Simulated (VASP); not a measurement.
# Re2S3 (P-3m1) in VASP: further runs

Re2S3 is run at these levels: PBE; tasks: single point.

Everything below comes from runs of VASP 6.6.1. Logs are shortened: lines on timing, memory, paths and dates and some standing lists are left out, and cuts for length are marked.

## Step 1: The cell of the first run

The structure is trigonal, space group P-3m1 (No. 164). The conventional cell has a = 3.801 Å, b = 3.801 Å, c = 6.443 Å, α = 90.00°, β = 90.00°, γ = 120.00°. Re (site symmetry 3m) has 7 S at 2.33 to 2.73 Å within 3.1 Å. Within 3.6 Å of S (site symmetry -3m) lie 6 Re at 2.73 Å and 6 S at 3.25 Å. S (site symmetry 3m) has 4 Re at 2.33 to 2.42 Å and 3 S at 2.74 Å within 3.1 Å.

## Step 2: Single point, PBE

Contents of INCAR:

```
SYSTEM = Re2S3
PREC     = Accurate       ! precision mode
ENCUT    = 520            ! plane-wave cutoff, eV
EDIFF    = 1E-6           ! SCF threshold, eV
ISMEAR   = 0              ! smearing method
SIGMA    = 0.1            ! smearing width, eV
LREAL    = .False.        ! projectors in reciprocal space
LASPH    = .True.         ! aspherical terms in the spheres
NELM     = 60             ! most SCF steps
ALGO     = Normal         ! electronic algorithm
ISIF     = 2              ! what is computed and relaxed
LWAVE    = .False.        ! write WAVECAR
LCHARG   = .False.        ! write CHGCAR
GGA      = PE             ! functional
NBANDS   = 24             ! bands
```

Contents of KPOINTS:

```
Automatic mesh
0
Gamma
  6 6 4
  0 0 0
```

Contents of POSCAR:

```
Re2S3
1.0
    3.8014999690      0.0000000000      0.0000000000
   -1.9007499845      3.2921955456      0.0000000000
    0.0000000000      0.0000000000      6.4432156052
Re S
2 3
Direct
    0.3333333333      0.6666666667      0.2528303947
    0.6666666667      0.3333333333      0.7471696053
    0.0000000000      0.0000000000      0.0000000000
    0.3333333333      0.6666666667      0.6277434266
    0.6666666667      0.3333333333      0.3722565734
```

Potentials or basis: VASP PAW PBE potentials, release 64 (Re, S).

Run with:

```
$ cat potpaw_PBE.64/Re/POTCAR potpaw_PBE.64/S/POTCAR > POTCAR
$ mpirun -np 1 vasp_std > vasp.out
```

OUTCAR:

```text
SYSTEM = Re2S3
   PREC = Accurate
   ENCUT = 520
   EDIFF = 1E-6
   ISMEAR = 0
   LREAL = .False.
   LASPH = .True.
   NELM = 60
   ISIF = 2
   GGA = PE

 ion  position               nearest neighbor table
   1  0.333  0.667  0.253-   5 2.33   5 2.33   5 2.33   4 2.42   3 2.73   3 2.73   3 2.73
   2  0.667  0.333  0.747-   4 2.33   4 2.33   4 2.33   5 2.42   3 2.73   3 2.73   3 2.73
   3  0.000  0.000  0.000-   1 2.73   2 2.73   1 2.73   2 2.73   2 2.73   1 2.73
   4  0.333  0.667  0.628-   2 2.33   2 2.33   2 2.33   1 2.42   5 2.74   5 2.74   5 2.74
   5  0.667  0.333  0.372-   1 2.33   1 2.33   1 2.33   2 2.42   4 2.74   4 2.74   4 2.74

  LATTYP: Found a hexagonal cell.
 ALAT       =     3.8014999690
 C/A-ratio  =     1.6949140228

  Lattice vectors:

 A1 = (   3.8014999690,   0.0000000000,   0.0000000000)
 A2 = (  -1.9007499845,   3.2921955456,   0.0000000000)
 A3 = (   0.0000000000,   0.0000000000,   6.4432156052)

Analysis of symmetry for initial positions (statically):
=====================================================================
 Subroutine PRICEL returns:
 Original cell was already a primitive cell.

 Routine SETGRP: Setting up the symmetry group for a
 hexagonal supercell.

 Subroutine GETGRP returns: Found 12 space group operations
 (whereof 12 operations were pure point group operations)
 out of a pool of 24 trial point group operations.

The static configuration has the point symmetry D_3d.

Analysis of symmetry for dynamics (positions and initial velocities):
=====================================================================
 Subroutine PRICEL returns:
 Original cell was already a primitive cell.

 Routine SETGRP: Setting up the symmetry group for a
 hexagonal supercell.

 Subroutine GETGRP returns: Found 12 space group operations
 (whereof 12 operations were pure point group operations)
 out of a pool of 24 trial point group operations.

The dynamic configuration has the point symmetry D_3d.

 Subroutine INISYM returns: Found 12 space group operations
 (whereof 12 operations are pure point group operations),
 and found     1 'primitive' translations

----------------------------------------------------------------------------------------

                                     Primitive cell

  volume of cell :      80.6387

  direct lattice vectors                    reciprocal lattice vectors
     3.801499969  0.000000000  0.000000000     0.263054060  0.151874332  0.000000000
    -1.900749984  3.292195546  0.000000000     0.000000000  0.303748664  0.000000000
     0.000000000  0.000000000  6.443215605     0.000000000  0.000000000  0.155202008

  length of vectors
     3.801499969  3.801499969  6.443215605     0.303748664  0.303748664  0.155202008

  position of ions in fractional coordinates (direct lattice)
     0.333333333  0.666666667  0.252830395
     0.666666667  0.333333333  0.747169605
     0.000000000  0.000000000  0.000000000
     0.333333333  0.666666667  0.627743427
     0.666666667  0.333333333  0.372256573

  ion indices of the primitive-cell ions
   primitive index   ion index
                 1           1
                 2           2
                 3           3
                 4           4
                 5           5

----------------------------------------------------------------------------------------

 KPOINTS: Automatic mesh

Automatic generation of k-mesh.
 Grid dimensions read from file:
 generate k-points for:    6    6    4

 Generating k-lattice:

  Cartesian coordinates                     Fractional coordinates (reciprocal lattice)
     0.043842343  0.025312389  0.000000000     0.166666667 -0.000000000  0.000000000
     0.000000000  0.050624777  0.000000000     0.000000000  0.166666667  0.000000000
     0.000000000  0.000000000  0.038800502     0.000000000  0.000000000  0.250000000

  Length of vectors
     0.050624777  0.050624777  0.038800502

  Shift w.r.t. Gamma in fractional coordinates (k-lattice)
     0.000000000  0.000000000  0.000000000

 Subroutine IBZKPT returns following result:
 ===========================================

 Found     24 irreducible k-points:

 Following reciprocal coordinates:
            Coordinates               Weight
  0.000000  0.000000  0.000000      1.000000
  0.166667 -0.000000  0.000000      6.000000
  0.333333 -0.000000  0.000000      6.000000
  0.500000  0.000000  0.000000      3.000000
  0.166667  0.166667  0.000000      6.000000
  0.333333  0.166667  0.000000     12.000000
[... 16 lines left out ...]
  0.333333  0.166667  0.500000     12.000000
  0.333333  0.333333  0.500000      2.000000
   k-points           NKPTS =     24   k-points in BZ     NKDIM =     24   number of bands    NBANDS=     24
   number of dos      NEDOS =    301   number of ions     NIONS =      5
   total plane-waves  NPLWV =  37632
   dimension x,y,z NGX =    28 NGY =   28 NGZ =   48
   dimension x,y,z NGXF=    56 NGYF=   56 NGZF=   96
   ions per type =               2   3
   NGX,Y,Z   is equivalent  to a cutoff of  12.24, 12.24, 12.38 a.u.
   NGXF,Y,Z  is equivalent  to a cutoff of  24.49, 24.49, 24.77 a.u.
 SYSTEM =  Re2S3
   PREC   = accura    normal or accurate (medium, high low for compatibility)
   ISTART =      0    job   : 0-new  1-cont  2-samecut
   ICHARG =      2    charge: 1-file 2-atom 10-const
   ISPIN  =      1    spin polarized calculation?
   LNONCOLLINEAR =      F non collinear calculations
   LSORBIT =      F    spin-orbit coupling
   LASPH  =      T    aspherical Exc in radial PAW
   ENCUT  =  520.0 eV  38.22 Ry    6.18 a.u.   7.07  7.07 11.98*2*pi/ulx,y,z
   NELM   =     60;   NELMIN=  2; NELMDL= -5     # of ELM steps
   EDIFF  = 0.1E-05   stopping-criterion for ELM
   LREAL  =      F    real-space projection
   EDIFFG = 0.1E-04   stopping-criterion for IOM
   NSW    =      0    number of steps for IOM
   IBRION =     -1    ionic relax: 0-MD 1-quasi-New 2-CG
   NFREE  =      0    steps in history (QN), initial steepest desc. (CG)
   ISIF   =      2    stress and relaxation
   ISYM   =      2    0-nonsym 1-usesym 2-fastsym
   POTIM  = 0.5000    time-step for ionic-motion
   TEBEG  =    0.0;   TEEND  =   0.0 temperature during run
   PSTRESS=    0.0 pullay stress
   NELECT =      32.0000    total number of electrons
   NUPDOWN=      -1.0000    fix difference up-down
   EMIN   =  10.00;   EMAX   =-10.00  energy-range for DOS
   EFERMI =   0.00;   METHOD = LEGACY
   ISMEAR =     0;   SIGMA  =   0.10  broadening in eV -4-tet -1-fermi 0-gaus
   EFERMI_NEDOS =   21; number of points for ismear=-14 and -15
   IALGO  =     38    algorithm
   IMIX   =      4    mixing-type and parameters
     AMIX     =   0.40;   BMIX     =  1.00
     AMIX_MAG =   1.60;   BMIX_MAG =  1.00
  volume/ion in A,a.u.               =      16.13       108.84
  Fermi-wavevector in a.u.,A,eV,Ry     =   1.203032  2.273400 19.691511  1.447285
  Thomas-Fermi vector in A             =   2.338796
   LORBIT       =      0    0 simple, 1 ext, 2 COOP (PROOUT), +10 PAW based schemes
   GGA     = PE    functional components
   LHFCALC =     F    Hartree Fock is set to
   AEXX    =    0.0000 exact exchange contribution
   IVDW    =     0    specifies the selected vdW correction
   LEPSILON=     F    determine dielectric tensor
   LRPA    =     F    only Hartree local field effects (RPA)
 non-spin polarized calculation
 Gauss-broadening in eV      SIGMA  =   0.10
  energy-cutoff  :      520.00
  volume of cell :       80.64
 maximum number of plane-waves:      2192
   NGX = 15   NGY = 15   NGZ = 23

 number of electron      31.9999999 magnetization

 Free energy of the ion-electron system (eV)
  ---------------------------------------------------
  ext. energy  EPLUGINS =         0.00000000
  ---------------------------------------------------
  free energy    TOTEN  =       -35.48602237 eV

  energy without entropy =      -35.47868147  energy(sigma->0) =      -35.48235192

 E-fermi :   7.8437     XC(G=0): -11.6515

 val. band max:        7.7944628579   @ k =   0.0000   0.0000   0.2500
 cond. band min:       7.8670392934   @ k =   0.3333  -0.0000   0.5000
 fundamental gap:      0.0725764355
 Fermi energy:         7.8437451149

 k-point     1 :       0.0000    0.0000    0.0000
  band No.  band energies     occupation
      1      -8.9330      2.00000
      2      -6.2160      2.00000
      3      -5.8144      2.00000
      4       0.9952      2.00000
      5       1.0869      2.00000
      6       1.0869      2.00000
[... 16 lines left out ...]
     23      11.9948      0.00000
     24      12.9542      0.00000

 k-point     2 :       0.1667   -0.0000    0.0000
  band No.  band energies     occupation
      1      -8.6611      2.00000
      2      -6.1621      2.00000
      3      -5.7797      2.00000
      4       0.1930      2.00000
      5       0.8593      2.00000
      6       1.0845      2.00000
[... 16 lines left out ...]
     23      12.8392      0.00000
     24      13.2423      0.00000

 k-point     3 :       0.3333   -0.0000    0.0000
  band No.  band energies     occupation
      1      -7.9750      2.00000
      2      -6.2355      2.00000
      3      -5.6898      2.00000
      4      -0.3297      2.00000
      5       0.8547      2.00000
      6       1.0672      2.00000
[... 16 lines left out ...]
     23      12.3657      0.00000
     24      14.7140      0.00000

 k-point     4 :       0.5000    0.0000    0.0000
  band No.  band energies     occupation
      1      -7.4402      2.00000
      2      -6.4847      2.00000
      3      -5.6399      2.00000
      4      -0.2743      2.00000
      5       0.9915      2.00000
      6       1.0418      2.00000
[... 16 lines left out ...]
     23      11.4465      0.00000
     24      14.9248      0.00000

 k-point     5 :       0.1667    0.1667    0.0000
  band No.  band energies     occupation
      1      -8.1767      2.00000
      2      -6.1817      2.00000
      3      -5.7115      2.00000
      4      -0.1176      2.00000
      5       0.5336      2.00000
      6       1.0967      2.00000
[... 16 lines left out ...]
     23      12.8362      0.00000
     24      13.5145      0.00000

 k-point     6 :       0.3333    0.1667    0.0000
  band No.  band energies     occupation
      1      -7.4713      2.00000
      2      -6.4623      2.00000
      3      -5.6114      2.00000
      4      -0.0699      2.00000
      5       0.6105      2.00000
      6       1.0626      2.00000
[... 16 lines left out ...]
     23      12.4183      0.00000
     24      14.0816      0.00000
[... 379 lines left out ...]
 k-point    21 :       0.5000    0.0000    0.5000
  band No.  band energies     occupation
      1      -7.4088      2.00000
      2      -6.4769      2.00000
      3      -5.6374      2.00000
      4      -0.9529      2.00000
      5       1.0715      2.00000
      6       1.1424      2.00000
[... 16 lines left out ...]
     23      12.7885      0.00000
     24      14.1489      0.00000

 k-point    22 :       0.1667    0.1667    0.5000
  band No.  band energies     occupation
      1      -8.0462      2.00000
      2      -6.5428      2.00000
      3      -5.5237      2.00000
      4       0.5092      2.00000
      5       0.6161      2.00000
      6       0.7939      2.00000
[... 16 lines left out ...]
     23      13.6356      0.00000
     24      13.6655      0.00000

 k-point    23 :       0.3333    0.1667    0.5000
  band No.  band energies     occupation
      1      -7.4224      2.00000
      2      -6.4660      2.00000
      3      -5.6409      2.00000
      4      -0.4811      2.00000
      5       0.5187      2.00000
      6       0.8828      2.00000
[... 16 lines left out ...]
     23      13.3045      0.00000
     24      14.3166      0.00000

 k-point    24 :       0.3333    0.3333    0.5000
  band No.  band energies     occupation
      1      -6.8820      2.00000
      2      -6.8820      2.00000
      3      -5.5403      2.00000
      4       0.0713      2.00000
      5       0.0713      2.00000
      6       0.1427      2.00000
[... 16 lines left out ...]
     23      13.9038      0.00000
     24      13.9038      0.00000

------------------------ aborting loop because EDIFF is reached ----------------------------------------

  FORCE on cell =-STRESS in cart. coord.  units (eV):
  Direction    XX          YY          ZZ          XY          YZ          ZX
  --------------------------------------------------------------------------------------
  -------------------------------------------------------------------------------------
  Total        0.4090334      0.4090334      0.2472284      0.0000000      0.0000000      0.0000000
  in kB        8.1269217      8.1269217      4.9120823      0.0000000      0.0000000      0.0000000
  external PRESSURE =       7.0553085 kB  Pullay stress =       0.0000000 kB

 VOLUME and BASIS-vectors are now :
 -----------------------------------------------------------------------------
  energy-cutoff  :      520.00
  volume of cell :       80.64
      direct lattice vectors                 reciprocal lattice vectors
     3.801499969  0.000000000  0.000000000     0.263054060  0.151874332  0.000000000
    -1.900749984  3.292195546  0.000000000     0.000000000  0.303748664  0.000000000
     0.000000000  0.000000000  6.443215605     0.000000000  0.000000000  0.155202008

 POSITION                                       TOTAL-FORCE (eV/Angst)
 -----------------------------------------------------------------------------------
     -0.00000      2.19480      1.62904         0.000000      0.000000     -0.077462
      1.90075      1.09740      4.81417        -0.000000     -0.000000      0.077462
      0.00000      0.00000      0.00000        -0.000000      0.000000      0.000000
     -0.00000      2.19480      4.04469         0.000000      0.000000     -0.027629
      1.90075      1.09740      2.39853        -0.000000      0.000000      0.027629
 -----------------------------------------------------------------------------------
    total drift:                                0.000000     -0.000000      0.000000

  FREE ENERGIE OF THE ION-ELECTRON SYSTEM (eV)
  ---------------------------------------------------
  free  energy   TOTEN  =       -35.4860223741 eV

  energy  without entropy=      -35.4786814747  energy(sigma->0) =      -35.48235192
```

Wall time 42 s (1 thread of Intel Xeon Platinum 8375C at 2.90GHz (Ice Lake), shared host); peak memory 0.2 GiB.

Results:

```
Free energy            : -35.4860 eV
Pressure               : 0.7 GPa
Largest force          : 0.077 eV/Å
Band gap on the k mesh : zero (band 16 reaches 8.02 eV, above the bottom of band 17 at 7.55 eV)
```

Forces on the atoms (eV/Å):
```
Re   0.000  0.000 -0.077
Re   0.000  0.000  0.077
S    0.000  0.000  0.000
S    0.000  0.000 -0.028
S    0.000  0.000  0.028
```

Caveat: spin-orbit coupling is left out, which moves the levels of the heavy elements.

[end of part 1 of 2]
